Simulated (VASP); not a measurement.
## Cu: single point with PBE

The system is Cu.

```xyz
1
Lattice="0.0000 1.7009 2.0411 1.7009 0.0000 2.0411 1.7009 1.7009 0.0000" Properties=species:S:1:pos:R:3 pbc="T T T"
Cu    0.0000    0.0000    0.0000
```

This cell differs from its parent crystal: ratio of the length along z to the lengths across it x 1.2, volume and fractional coordinates fixed.

```
Program             : VASP 6.6.1
Task                : single point
Functional          : PBE
Potentials or basis : VASP PAW PBE potentials, release 64 (Cu)
Cutoff              : 520 eV
k mesh              : 24 × 24 × 24
Occupations         : gaussian, width 0.15 eV
Spin                : no spin polarisation
```

```yaml
Pressure: 4.6 GPa
```

Stress tensor (GPa, compression positive):
```
10.63  0.00  0.00
 0.00 10.63  0.00
 0.00  0.00 -7.47
```

Levels at points of the mesh, in eV from the Fermi level:
```
           k point  band 2  band 3  band 4  band 5  band 6  band 7  band 8  band 9  band 10  band 11
(0.00, 0.00, 0.00)   -3.67   -2.79   -2.67   -2.67   -1.83   23.19   24.62   25.73    25.73    27.58
(0.50, 0.00, 0.00)   -3.51   -2.68   -1.79   -1.56   -0.92    3.90   16.88   21.84    24.15    25.40
(0.50, 0.50, 0.00)   -4.46   -1.60   -1.58   -1.58   -0.70    4.17   16.13   16.13    20.16    23.06
(0.50, 0.00, 0.50)   -4.35   -1.89   -1.78   -1.18    2.90    8.76   11.77   12.30    16.70    19.27
```

Run time: 110 s on 1 thread of Intel(R) Xeon(R) 6975P-C (Granite Rapids) (shared host), peak memory 0.25 GiB.
